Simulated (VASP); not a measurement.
# LiAl16O24 (a cell with a defect) in VASP: a series of runs

Aim: see how the results for LiAl16O24 (a cell with a defect) move with the level of theory and the settings. Levels: HSE06, PBE. Tasks: single point, relaxation of the atoms.

Program: VASP 6.6.1. These are calculated values, not measurements. Logs are shortened: lines on timing, memory, paths and dates and some standing lists are left out, and cuts for length are marked.

## (1) The cell of the first run

The cell holds a defect, 41 atoms: a = 5.181 Å, b = 10.361 Å, c = 10.361 Å, α = 55.29°, β = 55.29°, γ = 55.29°.

## (2) Single point, HSE06

Contents of POSCAR:

```
LiAl16O24
1.0
    2.4039417600      1.3879164200      4.3742070900
   -4.8078835200      2.7758328500      8.7484141900
    0.0000000000     -5.5516656900      8.7484141900
Al O Li
16 24 1
Direct
    0.6656531400      0.3331993800      0.3322526000
    0.8550846300      0.4311668700      0.4333201300
    0.1423021400      0.0688450000      0.0670492600
    0.3318021000      0.1668225300      0.1680712300
    0.6452128000      0.3237318200      0.8247414400
    0.8502942600      0.4289418100      0.9235027200
    0.1470863500      0.0710459900      0.5768680900
    0.3522207300      0.1762562100      0.6756068400
    0.6461331500      0.8233571700      0.3244106300
    0.8536404600      0.9232474900      0.4276366300
    0.1437975400      0.5767565700      0.0727181000
    0.3512942800      0.6766454500      0.1759557800
    0.6460533700      0.8234784300      0.8229295200
    0.8519464200      0.9248475500      0.9250086800
    0.1454427200      0.5751489300      0.5753657300
    0.3513237900      0.6765233500      0.6774406200
    0.4342243000      0.0347203000      0.3704297200
    0.9248962600      0.1292787500      0.2799190100
    0.0725427600      0.3707289200      0.2204146300
    0.7353100000      0.2188679800      0.0332304000
    0.2620898100      0.2811452900      0.4671296700
    0.5632068800      0.4652828000      0.1299242200
    0.4443568700      0.0261807000      0.8724671300
    0.9434634400      0.1251799300      0.7780459800
    0.0539533800      0.3748018400      0.7223144900
    0.7522961000      0.2250626300      0.5308100000
    0.2451242100      0.2749463300      0.9695290400
    0.5530401800      0.4738374800      0.6278933100
    0.4506116200      0.5316497000      0.3747293200
    0.9483720800      0.6246208300      0.2781350600
    0.0490498700      0.8753772800      0.2222438400
    0.7481159100      0.7211036300      0.0281721600
    0.2492829500      0.7789054900      0.4722018400
    0.5468305400      0.9683598000      0.1256309500
    0.4429968800      0.5267131400      0.8771797000
    0.9426294500      0.6253649700      0.7778325900
    0.0547449000      0.8746303400      0.7225308800
    0.7481974200      0.7238102200      0.5273515700
    0.2491900100      0.7761971200      0.9730275600
    0.5543972600      0.9733013700      0.6231725900
    0.4986131700      0.2499783700      0.2502604500
```

Contents of INCAR.step1:

```
ALGO = Normal ; EDIFF = 1E-5
ENCUT = 650 ; GGA = PE
GGA_COMPAT = F ; ISIF = 2
ISMEAR = -1 ; ISYM = -1
LASPH = T ; LREAL = Auto
LWAVE = T ; NBANDS = 124
NELECT = 194.0 ; NELM = 120
PREC = Accurate ; SIGMA = 0.01
```

Contents of INCAR.step2:

```
ALGO = Normal ; EDIFF = 1E-6
ENCUT = 650 ; GGA = PE
GGA_COMPAT = F ; HFSCREEN = 0.2079
ISIF = 2 ; ISMEAR = -1
ISTART = 1 ; ISYM = -1
LASPH = T ; LCHARG = T
LELF = T ; LHFCALC = T
LREAL = Auto ; LVHAR = T
LWAVE = F ; NBANDS = 124
NELECT = 194.0 ; NELM = 120
PREC = Accurate ; PRECFOCK = Fast
SIGMA = 0.01
```

Contents of KPOINTS:

```
explicit points
1
Reciprocal
  0.25000000   0.25000000   0.25000000 1
```

Potentials or basis: VASP PAW PBE potentials, release 64 (Al, O, Li_sv).

Started as:

```
cat potpaw_PBE.64/Al/POTCAR potpaw_PBE.64/O/POTCAR potpaw_PBE.64/Li_sv/POTCAR > POTCAR
cp INCAR.step1 INCAR
mpirun -np 1 vasp_std > vasp.out
cp INCAR.step2 INCAR
mpirun -np 1 vasp_std > vasp.out
```

OUTCAR:

```text
EDIFF = 1E-6
   ENCUT = 650
   GGA = PE
   HFSCREEN = 0.2079
   ISIF = 2
   ISMEAR = -1
   ISTART = 1
   ISYM = -1
   LASPH = T
   LHFCALC = T
   LREAL = Auto
   NELECT = 194.0
   NELM = 120
   PREC = Accurate
   PRECFOCK = Fast

 ion  position               nearest neighbor table
   1  0.666  0.333  0.332-  29 1.88  26 1.88  19 1.89  21 1.93  22 1.93  18 1.95  41 2.18   2 2.57
                             4 2.77   8 2.79  12 2.79   2 3.33
   2  0.855  0.431  0.433-  28 1.83  30 1.84  21 1.86  29 2.02  26 2.02  19 2.11   1 2.57  41 2.82
                            15 2.83   7 2.87  11 2.87   5 3.18   9 3.18   1 3.33
   3  0.142  0.069  0.067-  23 1.83  31 1.84  20 1.86  34 2.02  27 2.02  18 2.11   4 2.57  41 2.82
                            14 2.83   6 2.87  10 2.87   8 3.18  12 3.18   4 3.33
   4  0.332  0.167  0.168-  34 1.88  27 1.88  18 1.89  20 1.93  17 1.93  19 1.95  41 2.18   3 2.57
                             1 2.77   5 2.79   9 2.79   3 3.33
   5  0.645  0.324  0.825-  28 1.86  24 1.88  27 1.89  35 1.99  20 1.99  25 1.99   6 2.68   4 2.79
                            16 2.82   8 2.83   2 3.18   6 3.25  14 3.26
   6  0.850  0.429  0.924-  36 1.85  27 1.87  22 1.89  35 1.97  25 1.98  20 2.07   5 2.68  15 2.79
                            41 2.81  11 2.83   3 2.87  13 3.22   5 3.25
   7  0.147  0.071  0.577-  37 1.85  26 1.87  17 1.89  40 1.97  24 1.98  21 2.07   8 2.68  14 2.79
                            41 2.81  10 2.83   2 2.87  16 3.22   8 3.25
   8  0.352  0.176  0.676-  23 1.86  25 1.88  26 1.90  40 1.99  21 1.99  24 1.99   7 2.68   1 2.79
                            13 2.82   5 2.83   3 3.18   7 3.25  15 3.26
   9  0.646  0.823  0.324-  33 1.86  30 1.88  34 1.89  31 1.97  38 1.99  17 2.02  10 2.68   4 2.79
                            12 2.82  16 2.82   2 3.18  10 3.24  14 3.27
  10  0.854  0.923  0.428-  33 1.86  40 1.87  18 1.89  38 1.96  31 1.99  17 2.06   9 2.68  15 2.79
                            41 2.81   7 2.83   3 2.87  13 3.23   9 3.24
  11  0.144  0.577  0.073-  32 1.86  35 1.87  19 1.89  39 1.96  30 1.99  22 2.06  12 2.68  14 2.79
                            41 2.81   6 2.83   2 2.87  16 3.23  12 3.24
  12  0.351  0.677  0.176-  32 1.86  31 1.88  29 1.89  30 1.97  39 1.98  22 2.02  11 2.68   1 2.79
                             9 2.82  13 2.82   3 3.18  11 3.24  15 3.27
  13  0.646  0.823  0.823-  36 1.86  39 1.88  40 1.88  23 1.97  37 2.00  32 2.00  14 2.68  16 2.82
                             8 2.82  12 2.82   6 3.22  10 3.23  14 3.25
  14  0.852  0.925  0.925-  34 1.88  39 1.88  24 1.88  37 1.97  32 1.99  23 2.00  13 2.68  11 2.79
                             7 2.79   3 2.83  13 3.25   5 3.26   9 3.27
  15  0.145  0.575  0.575-  29 1.88  38 1.88  25 1.88  36 1.97  33 1.99  28 2.00  16 2.68  10 2.79
                             6 2.79   2 2.83  16 3.25   8 3.26  12 3.27
  16  0.351  0.677  0.677-  37 1.86  38 1.88  35 1.88  28 1.97  36 2.00  33 2.00  15 2.68  13 2.82
                             5 2.82   9 2.82   7 3.22  11 3.23  15 3.25
  17  0.434  0.035  0.370-   7 1.89   4 1.93  41 1.96   9 2.02  10 2.06
  18  0.925  0.129  0.280-  10 1.89   4 1.89  41 1.93   1 1.95   3 2.11
  19  0.073  0.371  0.220-  11 1.89   1 1.89  41 1.93   4 1.95   2 2.11
  20  0.735  0.219  0.033-   3 1.86   4 1.93  41 1.97   5 1.99   6 2.07
  21  0.262  0.281  0.467-   2 1.86   1 1.93  41 1.97   8 1.99   7 2.07
  22  0.563  0.465  0.130-   6 1.89   1 1.93  41 1.96  12 2.02  11 2.06
  23  0.444  0.026  0.872-   3 1.83   8 1.86  13 1.97  14 2.00
  24  0.943  0.125  0.778-   5 1.88  14 1.88   7 1.98   8 1.99
  25  0.054  0.375  0.722-   8 1.88  15 1.88   6 1.98   5 1.99
  26  0.752  0.225  0.531-   7 1.87   1 1.88   8 1.90   2 2.02
  27  0.245  0.275  0.970-   6 1.87   4 1.88   5 1.89   3 2.02
  28  0.553  0.474  0.628-   2 1.83   5 1.86  16 1.97  15 2.00
[... 10 lines left out ...]
  39  0.249  0.776  0.973-  13 1.88  14 1.88  11 1.96  12 1.98
  40  0.554  0.973  0.623-  10 1.87  13 1.88   7 1.97   8 1.99
  41  0.499  0.250  0.250-  19 1.93  18 1.93  17 1.96  22 1.96  21 1.97  20 1.97   1 2.18   4 2.18
                             7 2.81   6 2.81  10 2.81  11 2.81   2 2.82   3 2.82

IMPORTANT INFORMATION: All symmetrisations will be switched off!
NOSYMM: (Re-)initialisation of all symmetry stuff for point group C_1.

----------------------------------------------------------------------------------------

                                     Primitive cell

  volume of cell :     350.2659

  direct lattice vectors                    reciprocal lattice vectors
     2.403941760  1.387916420  4.374207090     0.207991728  0.120084080  0.076204287
    -4.807883520  2.775832850  8.748414190    -0.103995864  0.060042040  0.038102144
     0.000000000 -5.551665690  8.748414190    -0.000000000 -0.120084080  0.038102144

  length of vectors
     5.180630815 10.361261641 10.361261640     0.251967932  0.125983966  0.125983966

  position of ions in fractional coordinates (direct lattice)
     0.665653140  0.333199380  0.332252600
     0.855084630  0.431166870  0.433320130
     0.142302140  0.068845000  0.067049260
     0.331802100  0.166822530  0.168071230
     0.645212800  0.323731820  0.824741440
     0.850294260  0.428941810  0.923502720
[... 33 lines left out ...]
     0.554397260  0.973301370  0.623172590
     0.498613170  0.249978370  0.250260450

  ion indices of the primitive-cell ions
   primitive index   ion index
                 1           1
                 2           2
                 3           3
                 4           4
                 5           5
                 6           6
[... 33 lines left out ...]
                40          40
                41          41

----------------------------------------------------------------------------------------

 KPOINTS: explicit points

Read explicit list of k-points.

 Found      1 k-points:

 Following reciprocal coordinates:
            Coordinates               Weight
  0.250000  0.250000  0.250000      1.000000
   k-points           NKPTS =      1   k-points in BZ     NKDIM =      1   number of bands    NBANDS=    124
   number of dos      NEDOS =    301   number of ions     NIONS =     41
   total plane-waves  NPLWV = 388800
   dimension x,y,z NGX =    48 NGY =   90 NGZ =   90
   dimension x,y,z NGXF=    96 NGYF=  180 NGZF=  180
   ions per type =              16  24   1
   NGX,Y,Z   is equivalent  to a cutoff of  15.40, 14.44, 14.44 a.u.
   NGXF,Y,Z  is equivalent  to a cutoff of  30.81, 28.88, 28.88 a.u.
 SYSTEM =  unknown system
   PREC   = accura    normal or accurate (medium, high low for compatibility)
   ISTART =      1    job   : 0-new  1-cont  2-samecut
   ICHARG =      0    charge: 1-file 2-atom 10-const
   ISPIN  =      1    spin polarized calculation?
   LNONCOLLINEAR =      F non collinear calculations
   LSORBIT =      F    spin-orbit coupling
   LASPH  =      T    aspherical Exc in radial PAW
   ENCUT  =  650.0 eV  47.77 Ry    6.91 a.u.  10.77 21.54 21.54*2*pi/ulx,y,z
   NELM   =    120;   NELMIN=  2; NELMDL=  0     # of ELM steps
   EDIFF  = 0.1E-05   stopping-criterion for ELM
   LREAL  =      T    real-space projection
   EDIFFG = 0.1E-04   stopping-criterion for IOM
   NSW    =      0    number of steps for IOM
   IBRION =     -1    ionic relax: 0-MD 1-quasi-New 2-CG
   NFREE  =      0    steps in history (QN), initial steepest desc. (CG)
   ISIF   =      2    stress and relaxation
   ISYM   =     -1    0-nonsym 1-usesym 2-fastsym
   POTIM  = 0.5000    time-step for ionic-motion
   TEBEG  =    0.0;   TEEND  =   0.0 temperature during run
   PSTRESS=    0.0 pullay stress
   NELECT =     194.0000    total number of electrons
   NUPDOWN=      -1.0000    fix difference up-down
   EMIN   =  10.00;   EMAX   =-10.00  energy-range for DOS
   EFERMI =   0.00;   METHOD = LEGACY
   ISMEAR =    -1;   SIGMA  =   0.01  broadening in eV -4-tet -1-fermi 0-gaus
   EFERMI_NEDOS =   21; number of points for ismear=-14 and -15
   IALGO  =     38    algorithm
   IMIX   =      1    mixing-type and parameters
     AMIX     =   0.40;   BMIX     =  1.00
     AMIX_MAG =   1.60;   BMIX_MAG =  1.00
  volume/ion in A,a.u.               =       8.54        57.65
  Fermi-wavevector in a.u.,A,eV,Ry     =   1.344444  2.540631 24.592943  1.807530
  Thomas-Fermi vector in A             =   2.472437
   LORBIT       =      0    0 simple, 1 ext, 2 COOP (PROOUT), +10 PAW based schemes
   GGA     = PE    functional components
   LHFCALC =     T    Hartree Fock is set to
   PRECFOCK=fast      Normal, Fast or Accurate (Low or Medium for compatibility)
   ENCUT4O =  -1.0   cutoff for four orbital integrals eV
   NKREDX  =     1    reduce k-point grid by
   NKREDY  =     1    reduce k-point grid by
   NKREDZ  =     1    reduce k-point grid by
   AEXX    =    0.2500 exact exchange contribution
   HFSCREEN=    0.2079 screening length (either q_TF or 0.3 A-1)
   HFSCREENC=   0.2079 screening length for correlation (either q_TF or 0.3 A-1)
   ENCUTFOCK=  -1.0 apply spherical cutoff to Coloumb kernel
   IVDW    =     0    specifies the selected vdW correction
   LEPSILON=     F    determine dielectric tensor
   LRPA    =     F    only Hartree local field effects (RPA)
 non-spin polarized calculation
  energy-cutoff  :      650.00
  volume of cell :      350.27
 maximum number of plane-waves:     13191
 NGX is ok and might be reduce to    48
  NGX = 24; NGY = 48; NGZ = 48

 number of electron     193.9999998 magnetization

 Free energy of the ion-electron system (eV)
  ---------------------------------------------------
  ext. energy  EPLUGINS =         0.00000000
  ---------------------------------------------------
  free energy    TOTEN  =      -373.05225034 eV

  energy without entropy =     -373.05225034  energy(sigma->0) =     -373.05225034

 E-fermi :   4.7535     XC(G=0):  -9.4955

 val. band max:        4.5029320500   @ k =   0.2500   0.2500   0.2500
 cond. band min:      13.2070763065   @ k =   0.2500   0.2500   0.2500
 fundamental gap:      8.7041442565
 Fermi energy:         4.7534532116

 k-point     1 :       0.2500    0.2500    0.2500
  band No.  band energies     occupation
      1     -40.4915      2.00000
      2     -15.8088      2.00000
      3     -14.8345      2.00000
      4     -14.7653      2.00000
      5     -14.7043      2.00000
      6     -14.6653      2.00000
[... 101 lines left out ...]
    108      16.4127      0.00000
    109      16.5852      0.00000
 [bands above 109 left out]

------------------------ aborting loop because EDIFF is reached ----------------------------------------

  FORCE on cell =-STRESS in cart. coord.  units (eV):
  Direction    XX          YY          ZZ          XY          YZ          ZX
  --------------------------------------------------------------------------------------
  -------------------------------------------------------------------------------------
  Total      -29.3521157    -29.5004607    -17.8319754      0.0349581     -0.3482436     -0.3438563
  in kB     -134.2617041   -134.9402597    -81.5665699      0.1599045     -1.5929270     -1.5728587
  external PRESSURE =    -116.9228445 kB  Pullay stress =       0.0000000 kB

 VOLUME and BASIS-vectors are now :
 -----------------------------------------------------------------------------
  energy-cutoff  :      650.00
  volume of cell :      350.27
      direct lattice vectors                 reciprocal lattice vectors
     2.403941760  1.387916420  4.374207090     0.207991728  0.120084080  0.076204287
    -4.807883520  2.775832850  8.748414190    -0.103995864  0.060042040  0.038102144
     0.000000000 -5.551665690  8.748414190    -0.000000000 -0.120084080  0.038102144

 POSITION                                       TOTAL-FORCE (eV/Angst)
 -----------------------------------------------------------------------------------
     -0.00179      0.00422      8.73335        -0.011453     -0.007878      0.043802
     -0.01743     -0.02202     11.30321        -0.026192     -0.020245      0.011644
      0.01109      0.01637      1.81132         0.024893      0.019180     -0.016611
     -0.00443     -0.00949      4.38116         0.010438      0.003792     -0.047611
     -0.00541     -2.78456     12.86961         0.001622      0.016354      0.018335
     -0.01824     -2.75617     15.55111        -0.009113      0.026290     -0.011876
[... 33 lines left out ...]
     -3.34678      0.01153     16.39166        -0.036183     -0.000355     -0.018649
     -0.00323     -0.00343      6.55733        -0.000739      0.001835     -0.003670
 -----------------------------------------------------------------------------------
    total drift:                               -0.012926     -0.030659     -0.025590

  FREE ENERGIE OF THE ION-ELECTRON SYSTEM (eV)
  ---------------------------------------------------
  free  energy   TOTEN  =      -373.0522503377 eV

  energy  without entropy=     -373.0522503377  energy(sigma->0) =     -373.05225034
```

Wall time 19 min (1 thread of Intel Xeon Platinum 8259CL at 2.50GHz (Skylake/Cascade Lake), shared host); peak memory 0.98 GiB.

What came out:

| Item | Value |
| --- | --- |
| Free energy | -373.0523 eV |
| Largest force | 0.099 eV/Å |

Forces in eV/Å, atoms in the order of the input:
```
Al  -0.011 -0.008  0.044
Al  -0.026 -0.020  0.012
Al   0.025  0.019 -0.017
Al   0.010  0.004 -0.048
Al   0.002  0.016  0.018
Al  -0.009  0.026 -0.012
Al   0.005 -0.026  0.011
Al   0.000 -0.020 -0.015
Al   0.024 -0.004  0.018
Al   0.011 -0.019 -0.012
Al  -0.015  0.014  0.011
Al  -0.019  0.001 -0.015
Al   0.008  0.009  0.029
Al   0.001 -0.004 -0.037
Al  -0.005  0.003  0.033
Al  -0.002 -0.001 -0.032
O    0.017  0.016  0.016
O    0.037  0.050  0.026
O   -0.038 -0.050 -0.023
O    0.001  0.026  0.001
O    0.000 -0.026  0.000
O   -0.018 -0.017 -0.016
O    0.007 -0.021  0.000
O    0.020  0.029 -0.002
O   -0.022 -0.026  0.002
O   -0.028  0.091 -0.025
O    0.030 -0.091  0.027
O   -0.005  0.021 -0.001
O    0.079 -0.011 -0.034
O    0.034  0.002  0.003
O   -0.034  0.001  0.000
O   -0.020  0.033  0.010
O    0.021 -0.033 -0.009
O   -0.078  0.012  0.033
O    0.037  0.001  0.021
O    0.017  0.019 -0.008
O   -0.018 -0.019  0.011
O   -0.025  0.049  0.008
O    0.026 -0.047 -0.007
O   -0.036  0.000 -0.019
Li  -0.001  0.002 -0.004
```

Caveat: the cell carries a net charge on a neutralising background, which shifts energy and pressure; the cell is charged against a uniform background, so pressure and absolute levels hang on convention; the PAW data sets were made with another functional, which shifts forces and pressure a little.

(Continued in part 2 of 2.)
